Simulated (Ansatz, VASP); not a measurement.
## One calculation of CuO, two programs

POSCAR

```
CuO
1.0
    2.3398500000     -1.7384000000      0.0000000000
    2.3398500000      1.7384000000      0.0000000000
   -0.7694000000      0.0000000000      5.0611500000
Cu O
2 2
Direct
    0.0000000000      0.5000000000      0.0000000000
    0.5000000000      0.0000000000      0.5000000000
    0.5379000000      0.4621000000      0.2500000000
    0.4621000000      0.5379000000      0.7500000000
```

Contents of INCAR.step1:

```
SYSTEM = CuO
PREC = Accurate
ENCUT = 520
ISMEAR = 0
SIGMA = 0.1
LREAL = .False.
LASPH = .True.
NELM = 150
ISPIN = 2
MAGMOM = 0.1 0.1 0 0
LMAXMIX = 4
NBANDS = 29
GGA = PE
ALGO = Normal
EDIFF = 1E-4
LWAVE = .True.
LCHARG = .False.
```

Contents of INCAR.step2:

```
SYSTEM = CuO
PREC = Accurate
ENCUT = 520
EDIFF = 1E-7
ISMEAR = 0
SIGMA = 0.1
LREAL = .False.
LASPH = .True.
NELM = 150
ALGO = Normal
ISIF = 2
LWAVE = .False.
LCHARG = .True.
ISPIN = 2
MAGMOM = 0.1 0.1 0 0
LORBIT = 11
LMAXMIX = 4
METAGGA = R2SCAN
LMIXTAU = .True.
LELF = .True.
LVHAR = .True.
NBANDS = 29
ISTART = 1
```

Contents of KPOINTS:

```
regular mesh
0
Gamma
  8 8 5
  0 0 0
```

Input for Ansatz:

```yaml
crystal:
  lattice:
    - [2.33985, -1.7384, 0.0]
    - [2.33985, 1.7384, 0.0]
    - [-0.7694, 0.0, 5.06115]
  atoms:
    - { symbol: Cu, position: [0.0, 0.5, 0.0], spin: 0.1 }
    - { symbol: Cu, position: [0.5, 0.0, 0.5], spin: 0.1 }
    - { symbol: O, position: [0.5379, 0.4621, 0.25] }
    - { symbol: O, position: [0.4621, 0.5379, 0.75] }
magnetization:
  spin_polarized: true
hamiltonian:
  xc: r2scan
  pseudopotentials: { kind: paw }
basis:
  ecutwfc: 500
kpoints:
  mp_grid: { grid: [8, 8, 5] }
scf:
  occupations: { method: gaussian, width: 0.1 }
  lower_state_search: "off"
output:
  forces: true
  stress: true
```

Change from the starting cell: parallel moments scaled by 0.1, free total moment.

Alike in both runs: task single point; functional r2SCAN; k mesh 8 × 8 × 5; occupations gaussian, width 0.1 eV; collinear spin.

|  | VASP | Ansatz |
| --- | --- | --- |
| version | VASP 6.6.1 | Ansatz 0.2.0 |
| potentials or method | VASP PAW PBE potentials, release 64 (Cu, O), cutoff 520 eV | PAW, plane waves, scalar-relativistic |
| valence electrons in the cell | 34 | 50 |

|  | VASP | Ansatz | Ansatz less VASP |
| --- | --- | --- | --- |
| pressure (GPa) | 2.3 | 2.6 | +0.32 |
| traceless stress, the component that is largest in VASP (GPa) | 4.56 | 5.81 | +1.257 |
| rms of the force components (eV/Å) | 0.176 | 0.175 | -0.0002 |
| net moment per atom (μB) | 0.00 | 0.47 | +0.469 |
| size of the moment on the site where the two differ most (μB) | 0.00 | 0.62 | +0.620 |

The net moments are unlike, so the other rows may belong to different states. VASP's potentials were made for PBE, not for r2SCAN. Site moments also hang on the region over which each program counts them. Atom by atom the forces differ by 0.000 eV/Å (rms over components). VASP's potentials hold 34 valence electrons a cell and Ansatz's 50, so a difference there can come from the potentials and not from the codes. Ansatz's warnings: spin hold released, stability check not made.
